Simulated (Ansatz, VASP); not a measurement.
## SnO: VASP beside Ansatz

```
CELL_PARAMETERS angstrom
3.82015 0.00030 0.00000
-0.00031 3.82015 0.00000
0.00000 0.00000 22.22608
ATOMIC_POSITIONS crystal
Sn 0.99995 0.99995 0.20246
Sn 0.49995 0.49995 0.30878
Sn 0.62495 0.99995 0.47975
Sn 0.12495 0.49995 0.58607
O 0.99995 0.49995 0.25562
O 0.49995 0.99995 0.25562
O 0.62495 0.49995 0.53291
O 0.12495 0.99995 0.53291
```

Alike in both runs: task single point; functional PBE; dispersion D3(BJ); k mesh 7 × 7 × 1; occupations gaussian, width 0.05 eV; no spin polarisation.

|  | VASP | Ansatz |
| --- | --- | --- |
| version | VASP 6.6.1 | Ansatz 0.2.0 |
| potentials or method | VASP PAW PBE potentials, release 64 (Sn_d, O), cutoff 520 eV | scalar-relativistic, plane waves, PAW |
| valence electrons in the cell | 80 | 80 |

VASP gave:

- gap on the k mesh at the Fermi level (eV): 2.22
- least direct gap on the mesh (eV): 2.46
- rms of the force components (eV/Å): 0.040

Task: Which values does Ansatz return?

Result: gap on the k mesh at the Fermi level (eV): 2.22; least direct gap on the mesh (eV): 2.47; rms of the force components (eV/Å): 0.013.

Ansatz's warnings: structure snapped to symmetry.
